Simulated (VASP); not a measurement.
## O: single point with r2SCAN

O, a slab with vacuum:

```
O
1.0
     1.77559    0.00000    0.00000
     0.00000    1.77559    0.00000
     0.00000    0.00000    7.10610
O
2
Cartesian
  0.0000 0.0000 0.0000
  0.0000 0.0000 3.0531
```

```
Program             : VASP 6.6.1
Task                : single point
Functional          : r2SCAN
Potentials or basis : VASP PAW PBE potentials, release 64 (O)
Cutoff              : 520 eV
k mesh              : 9 × 9 × 3
Occupations         : fermi-dirac, width 0.2 eV
Spin                : no spin polarisation
```

| Quantity | Value |
| --- | --- |
| Largest force | 0.022 eV/Å |
| Band gap on the k mesh | zero (band 6 reaches 3.22 eV, above the bottom of band 7 at -1.81 eV) |

Forces in eV/Å, atoms in the order of the input:
```
O    0.000  0.000 -0.022
O    0.000  0.000  0.022
```

Levels at points of the mesh, in eV from the Fermi level:
```tsv
k point	band 4	band 5	band 6	band 7	band 8	band 9
(0.00, 0.00, 0.00)	-5.27	4.12	4.12	4.13	4.13	7.66
```

It took 24 s on 1 thread of Intel(R) Xeon(R) Platinum 8259CL CPU @ 2.50GHz (Skylake/Cascade Lake), with other jobs on the host, peak memory 0.13 GiB.

Caveat: the k points lie up to 0.39 Å⁻¹ apart; the PAW data sets were made with another functional, which shifts forces and pressure a little.
